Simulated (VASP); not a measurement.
# AlAs3 (Aem2) in VASP: further runs

AlAs3 is run at these levels: PBE; tasks: single point, relaxation of cell and atoms.

Everything below comes from runs of VASP 6.6.1. Logs are shortened: lines on timing, memory, paths and dates and some standing lists are left out, and cuts for length are marked.

**1. The cell of the first run**

It takes space group Aem2 (No. 39, orthorhombic). Conventional cell: a = 5.638 Å, b = 7.589 Å, c = 7.760 Å, α = 90.00°, β = 90.00°, γ = 90.00°. Al (site symmetry m) has 6 As at 2.63 to 3.01 Å within 3.5 Å. Within 3.3 Å of As (site symmetry 1) lie 4 As at 2.47 to 3.18 Å and 2 Al at 2.69 to 2.78 Å. Within 3.3 Å of As (site symmetry m) lie 4 As at 2.47 to 2.99 Å and 2 Al at 2.63 to 3.01 Å.

**2. Single point, PBE**

The input, INCAR:

```
ALGO = Normal
EDIFF = 1E-6
ENCUT = 520
GGA = PE
ISIF = 2
ISMEAR = 0
LASPH = True
LCHARG = False
LREAL = False
LWAVE = False
NBANDS = 28
NELM = 60
PREC = Accurate
SIGMA = 0.1
```

The input, KPOINTS:

```
k-points
0
Gamma
  4 4 4
```

The input, POSCAR:

```
AlAs3
1.0
    5.6376134918      0.0000000000      0.0000000000
    0.0000000000      3.7945431753      3.8800927662
    0.0000000000     -3.7945431753      3.8800927662
Al As
2 6
Direct
    0.2248827289      0.0670327996      0.5670327996
    0.7751172711      0.5670327996      0.0670327996
    0.7184325196      0.5384998526      0.5588571937
    0.2815674804      0.5588571937      0.5384998526
    0.7589189532      0.0857978501      0.5857978501
    0.7184325196      0.0588571937      0.0384998526
    0.2410810468      0.5857978501      0.0857978501
    0.2815674804      0.0384998526      0.0588571937
```

Potentials or basis: VASP PAW PBE potentials, release 64 (Al, As).

Command:

```
> cat potpaw_PBE.64/Al/POTCAR potpaw_PBE.64/As/POTCAR > POTCAR
> mpirun -np 1 vasp_std > vasp.out
```

OUTCAR:

```text
EDIFF = 1E-6
   ENCUT = 520
   GGA = PE
   ISIF = 2
   ISMEAR = 0
   LASPH = True
   LREAL = False
   NELM = 60
   PREC = Accurate

 ion  position               nearest neighbor table
   1  0.225  0.067  0.567-   5 2.63   4 2.69   8 2.69   8 2.78   4 2.78   5 3.01
   2  0.775  0.567  0.067-   7 2.63   6 2.69   3 2.69   3 2.78   6 2.78   7 3.01
   3  0.718  0.538  0.559-   4 2.47   5 2.47   2 2.69   2 2.78
   4  0.282  0.559  0.538-   3 2.47   7 2.47   1 2.69   1 2.78
   5  0.759  0.086  0.586-   3 2.47   6 2.47   1 2.63   1 3.01
   6  0.718  0.059  0.038-   8 2.47   5 2.47   2 2.69   2 2.78
   7  0.241  0.586  0.086-   4 2.47   8 2.47   2 2.63   2 3.01
   8  0.282  0.038  0.059-   6 2.47   7 2.47   1 2.69   1 2.78

  LATTYP: Found a base centered orthorhombic cell.
 ALAT       =     7.5890863506
 B/A-ratio  =     1.0225454256
 C/A-ratio  =     0.7428579978

  Lattice vectors:

 A1 = (   0.0000000000,   3.7945431753,  -3.8800927662)
 A2 = (   0.0000000000,   3.7945431753,   3.8800927662)
 A3 = (   5.6376134918,   0.0000000000,   0.0000000000)

Analysis of symmetry for initial positions (statically):
=====================================================================
 Subroutine PRICEL returns:
 Original cell was already a primitive cell.

 Routine SETGRP: Setting up the symmetry group for a
 base centered orthorhombic supercell.

 Subroutine GETGRP returns: Found  4 space group operations
 (whereof  2 operations were pure point group operations)
 out of a pool of  8 trial point group operations.

The static configuration has the point symmetry C_2 .
 The point group associated with its full space group is C_2v.

Analysis of symmetry for dynamics (positions and initial velocities):
=====================================================================
 Subroutine PRICEL returns:
 Original cell was already a primitive cell.

 Routine SETGRP: Setting up the symmetry group for a
 base centered orthorhombic supercell.

 Subroutine GETGRP returns: Found  4 space group operations
 (whereof  2 operations were pure point group operations)
 out of a pool of  8 trial point group operations.

The dynamic configuration has the point symmetry C_2 .
 The point group associated with its full space group is C_2v.

 Subroutine INISYM returns: Found  4 space group operations
 (whereof  2 operations are pure point group operations),
 and found     1 'primitive' translations

----------------------------------------------------------------------------------------

                                     Primitive cell

  volume of cell :     166.0072

  direct lattice vectors                    reciprocal lattice vectors
     5.637613492  0.000000000  0.000000000     0.177380021  0.000000000  0.000000000
     0.000000000  3.794543175  3.880092766     0.000000000  0.131768167  0.128862898
     0.000000000 -3.794543175  3.880092766     0.000000000 -0.131768167  0.128862898

  length of vectors
     5.637613492  5.427124265  5.427124265     0.177380021  0.184305444  0.184305444

  position of ions in fractional coordinates (direct lattice)
     0.224882729  0.067032800  0.567032800
     0.775117271  0.567032800  0.067032800
     0.718432520  0.538499853  0.558857194
     0.281567480  0.558857194  0.538499853
     0.758918953  0.085797850  0.585797850
     0.718432520  0.058857194  0.038499853
     0.241081047  0.585797850  0.085797850
     0.281567480  0.038499853  0.058857194

  ion indices of the primitive-cell ions
   primitive index   ion index
                 1           1
                 2           2
                 3           3
                 4           4
                 5           5
                 6           6
                 7           7
                 8           8

----------------------------------------------------------------------------------------

 KPOINTS: k-points

Automatic generation of k-mesh.
 Grid dimensions read from file:
 generate k-points for:    4    4    4

 Generating k-lattice:

  Cartesian coordinates                     Fractional coordinates (reciprocal lattice)
     0.044345005  0.000000000  0.000000000     0.250000000  0.000000000  0.000000000
     0.000000000  0.032942042  0.032215725     0.000000000  0.250000000  0.000000000
     0.000000000 -0.032942042  0.032215725     0.000000000  0.000000000  0.250000000

  Length of vectors
     0.044345005  0.046076361  0.046076361

  Shift w.r.t. Gamma in fractional coordinates (k-lattice)
     0.000000000  0.000000000  0.000000000

 Subroutine IBZKPT returns following result:
 ===========================================

 Found     21 irreducible k-points:

 Following reciprocal coordinates:
            Coordinates               Weight
  0.000000  0.000000  0.000000      1.000000
  0.250000  0.000000  0.000000      2.000000
  0.500000  0.000000  0.000000      1.000000
  0.000000  0.250000  0.000000      4.000000
  0.250000  0.250000  0.000000      8.000000
  0.500000  0.250000  0.000000      4.000000
[... 13 lines left out ...]
  0.250000  0.500000  0.500000      2.000000
  0.500000  0.500000  0.500000      1.000000
   k-points           NKPTS =     21   k-points in BZ     NKDIM =     21   number of bands    NBANDS=     28
   number of dos      NEDOS =    301   number of ions     NIONS =      8
   total plane-waves  NPLWV =  67200
   dimension x,y,z NGX =    42 NGY =   40 NGZ =   40
   dimension x,y,z NGXF=    84 NGYF=   80 NGZF=   80
   ions per type =               2   6
   NGX,Y,Z   is equivalent  to a cutoff of  12.39, 12.25, 12.25 a.u.
   NGXF,Y,Z  is equivalent  to a cutoff of  24.77, 24.51, 24.51 a.u.
 SYSTEM =  unknown system
   PREC   = accura    normal or accurate (medium, high low for compatibility)
   ISTART =      0    job   : 0-new  1-cont  2-samecut
   ICHARG =      2    charge: 1-file 2-atom 10-const
   ISPIN  =      1    spin polarized calculation?
   LNONCOLLINEAR =      F non collinear calculations
   LSORBIT =      F    spin-orbit coupling
   LASPH  =      T    aspherical Exc in radial PAW
   ENCUT  =  520.0 eV  38.22 Ry    6.18 a.u.  10.48 10.09 10.09*2*pi/ulx,y,z
   NELM   =     60;   NELMIN=  2; NELMDL= -5     # of ELM steps
   EDIFF  = 0.1E-05   stopping-criterion for ELM
   LREAL  =      F    real-space projection
   EDIFFG = 0.1E-04   stopping-criterion for IOM
   NSW    =      0    number of steps for IOM
   IBRION =     -1    ionic relax: 0-MD 1-quasi-New 2-CG
   NFREE  =      0    steps in history (QN), initial steepest desc. (CG)
   ISIF   =      2    stress and relaxation
   ISYM   =      2    0-nonsym 1-usesym 2-fastsym
   POTIM  = 0.5000    time-step for ionic-motion
   TEBEG  =    0.0;   TEEND  =   0.0 temperature during run
   PSTRESS=    0.0 pullay stress
   NELECT =      36.0000    total number of electrons
   NUPDOWN=      -1.0000    fix difference up-down
   EMIN   =  10.00;   EMAX   =-10.00  energy-range for DOS
   EFERMI =   0.00;   METHOD = LEGACY
   ISMEAR =     0;   SIGMA  =   0.10  broadening in eV -4-tet -1-fermi 0-gaus
   EFERMI_NEDOS =   21; number of points for ismear=-14 and -15
   IALGO  =     38    algorithm
   IMIX   =      4    mixing-type and parameters
     AMIX     =   0.40;   BMIX     =  1.00
     AMIX_MAG =   1.60;   BMIX_MAG =  1.00
  volume/ion in A,a.u.               =      20.75       140.03
  Fermi-wavevector in a.u.,A,eV,Ry     =   0.983558  1.858655 13.162094  0.967387
  Thomas-Fermi vector in A             =   2.114725
   LORBIT       =      0    0 simple, 1 ext, 2 COOP (PROOUT), +10 PAW based schemes
   GGA     = PE    functional components
   LHFCALC =     F    Hartree Fock is set to
   AEXX    =    0.0000 exact exchange contribution
   IVDW    =     0    specifies the selected vdW correction
   LEPSILON=     F    determine dielectric tensor
   LRPA    =     F    only Hartree local field effects (RPA)
 non-spin polarized calculation
 Gauss-broadening in eV      SIGMA  =   0.10
  energy-cutoff  :      520.00
  volume of cell :      166.01
 maximum number of plane-waves:      4500
 NGX is ok and might be reduce to    42
   NGX = 21   NGY = 21   NGZ = 21

 number of electron      36.0000002 magnetization

 Free energy of the ion-electron system (eV)
  ---------------------------------------------------
  ext. energy  EPLUGINS =         0.00000000
  ---------------------------------------------------
  free energy    TOTEN  =       -35.94559111 eV

  energy without entropy =      -35.94013847  energy(sigma->0) =      -35.94286479

 E-fermi :   5.2715     XC(G=0):  -9.9087

 val. band max:        5.2678062846   @ k =   0.2500   0.5000   0.5000
 cond. band min:       5.3107095183   @ k =   0.2500   0.5000   0.5000
 fundamental gap:      0.0429032338
 Fermi energy:         5.2715406365

 k-point     1 :       0.0000    0.0000    0.0000
  band No.  band energies     occupation
      1      -8.7233      2.00000
      2      -6.5959      2.00000
      3      -6.3839      2.00000
      4      -3.2734      2.00000
      5      -3.2679      2.00000
      6      -3.0058      2.00000
[... 20 lines left out ...]
     27      10.5880      0.00000
     28      11.3662      0.00000

 k-point     2 :       0.2500    0.0000    0.0000
  band No.  band energies     occupation
      1      -8.5255      2.00000
      2      -6.9551      2.00000
      3      -6.2219      2.00000
      4      -3.7960      2.00000
      5      -3.6133      2.00000
      6      -2.7210      2.00000
[... 20 lines left out ...]
     27      10.6504      0.00000
     28      10.8409      0.00000

 k-point     3 :       0.5000    0.0000    0.0000
  band No.  band energies     occupation
      1      -8.1841      2.00000
      2      -7.4544      2.00000
      3      -6.0016      2.00000
      4      -4.3035      2.00000
      5      -3.6881      2.00000
      6      -2.7016      2.00000
[... 20 lines left out ...]
     27      11.0549      0.00000
     28      11.1082      0.00000

 k-point     4 :       0.0000    0.2500    0.0000
  band No.  band energies     occupation
      1      -8.4822      2.00000
      2      -7.0086      2.00000
      3      -6.0757      2.00000
      4      -4.1502      2.00000
      5      -3.2922      2.00000
      6      -3.1108      2.00000
[... 20 lines left out ...]
     27      10.4278      0.00000
     28      11.2157      0.00000

 k-point     5 :       0.2500    0.2500    0.0000
  band No.  band energies     occupation
      1      -8.2917      2.00000
      2      -7.0345      2.00000
      3      -6.2173      2.00000
      4      -4.5250      2.00000
      5      -3.5385      2.00000
      6      -3.0998      2.00000
[... 20 lines left out ...]
     27      10.3531      0.00000
     28      10.6308      0.00000

 k-point     6 :       0.5000    0.2500    0.0000
  band No.  band energies     occupation
      1      -7.9709      2.00000
      2      -7.3095      2.00000
      3      -6.1771      2.00000
      4      -4.9443      2.00000
      5      -3.6440      2.00000
      6      -3.1211      2.00000
[... 370 lines left out ...]
      5      -3.8948      2.00000
      6      -3.6707      2.00000
[... 20 lines left out ...]
     27       9.3087      0.00000
     28       9.5566      0.00000

 k-point    19 :       0.0000    0.5000    0.5000
  band No.  band energies     occupation
      1      -7.5974      2.00000
      2      -7.0394      2.00000
      3      -6.3960      2.00000
      4      -5.4452      2.00000
      5      -4.0003      2.00000
      6      -3.5901      2.00000
[... 20 lines left out ...]
     27       9.7293      0.00000
     28      10.0471      0.00000

 k-point    20 :       0.2500    0.5000    0.5000
  band No.  band energies     occupation
      1      -7.4465      2.00000
      2      -6.8627      2.00000
      3      -6.4396      2.00000
      4      -5.3600      2.00000
      5      -4.5506      2.00000
      6      -4.0373      2.00000
[... 20 lines left out ...]
     27       8.7491      0.00000
     28       8.7910      0.00000

 k-point    21 :       0.5000    0.5000    0.5000
  band No.  band energies     occupation
      1      -7.2317      2.00000
      2      -6.6103      2.00000
      3      -6.5555      2.00000
      4      -5.2620      2.00000
      5      -5.0980      2.00000
      6      -4.3840      2.00000
[... 20 lines left out ...]
     27       8.2023      0.00000
     28       8.2823      0.00000

------------------------ aborting loop because EDIFF is reached ----------------------------------------

  FORCE on cell =-STRESS in cart. coord.  units (eV):
  Direction    XX          YY          ZZ          XY          YZ          ZX
  --------------------------------------------------------------------------------------
  -------------------------------------------------------------------------------------
  Total        0.3962147      0.2394453      0.2330129      0.0000000      0.0000000      0.0000000
  in kB        3.8239683      2.3109471      2.2488660      0.0000000      0.0000000      0.0000000
  external PRESSURE =       2.7945938 kB  Pullay stress =       0.0000000 kB

 VOLUME and BASIS-vectors are now :
 -----------------------------------------------------------------------------
  energy-cutoff  :      520.00
  volume of cell :      166.01
      direct lattice vectors                 reciprocal lattice vectors
     5.637613492  0.000000000  0.000000000     0.177380021  0.000000000  0.000000000
     0.000000000  3.794543175  3.880092766     0.000000000  0.131768167  0.128862898
     0.000000000 -3.794543175  3.880092766     0.000000000 -0.131768167  0.128862898

 POSITION                                       TOTAL-FORCE (eV/Angst)
 -----------------------------------------------------------------------------------
      1.26780     -1.89727      2.46023         0.000344      0.000000     -0.013401
      4.36981      1.89727      2.46023        -0.000344      0.000000     -0.013401
      4.05024     -0.07725      4.25785         0.023061      0.014444      0.029846
      1.58737      0.07725      4.25785        -0.023061     -0.014444      0.029846
      4.27849     -1.89727      2.60585         0.004031      0.000000     -0.046290
      4.05024      0.07725      0.37775         0.023061     -0.014444      0.029846
      1.35912      1.89727      2.60585        -0.004031      0.000000     -0.046290
      1.58737     -0.07725      0.37775        -0.023061      0.014444      0.029846
 -----------------------------------------------------------------------------------
    total drift:                                0.000000     -0.000000     -0.000022

  FREE ENERGIE OF THE ION-ELECTRON SYSTEM (eV)
  ---------------------------------------------------
  free  energy   TOTEN  =       -35.9455911088 eV

  energy  without entropy=      -35.9401384742  energy(sigma->0) =      -35.94286479
```

It took 44 s on 1 thread of Intel Xeon 6975P-C (Granite Rapids), shared host; peak memory 0.27 GiB.

Results:

```
Free energy            : -35.9456 eV
Pressure               : 0.3 GPa
Largest force          : 0.046 eV/Å
Band gap on the k mesh : zero (bands 18 and 19 overlap by 0.93 eV)
```

Forces on the atoms (eV/Å):
```
Al   0.000  0.000 -0.013
Al   0.000  0.000 -0.013
As   0.023  0.014  0.030
As  -0.023 -0.014  0.030
As   0.004  0.000 -0.046
As   0.023 -0.014  0.030
As  -0.004  0.000 -0.046
As  -0.023  0.014  0.030
```

Stress tensor (GPa, compression positive):
```
0.38 0.00 0.00
0.00 0.23 0.00
0.00 0.00 0.22
```

[end of part 1 of 2]
